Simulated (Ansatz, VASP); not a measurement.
## Two plane-wave programs on Al

```
CELL_PARAMETERS angstrom
-1.59437 1.59437 -1.59437
-1.59437 -1.59437 1.59437
-1.27549 6.37747 6.37747
ATOMIC_POSITIONS crystal
Al 0.65000 0.65000 0.87500
Al 0.45000 0.45000 0.12500
Al 0.85000 0.85000 0.37500
Al 0.25000 0.25000 0.62500
```

Alike in both runs: task single point; functional r2SCAN; k mesh 22 × 22 × 7; occupations gaussian, width 0.15 eV; no spin polarisation.

|  | VASP | Ansatz |
| --- | --- | --- |
| version | VASP 6.6.1 | Ansatz 0.2.0 |
| potentials or method | VASP PAW PBE potentials, release 64 (Al), cutoff 520 eV | scalar-relativistic, plane waves, PAW |
| valence electrons in the cell | 12 | 12 |

```tsv
	VASP	Ansatz	Ansatz less VASP
gap on the k mesh at the Fermi level (eV)	none	none	-
pressure (GPa)	4.8	5.1	+0.30
traceless stress, the component that is largest in VASP (GPa)	6.50	6.51	+0.003
rms of the force components (eV/Å)	1.134	1.133	-0.0012
```

VASP's potentials were made for PBE, not for r2SCAN. Atom by atom the forces differ by 0.002 eV/Å (rms over components). A gap of «none» marks a metal or a gap that the smearing closes.
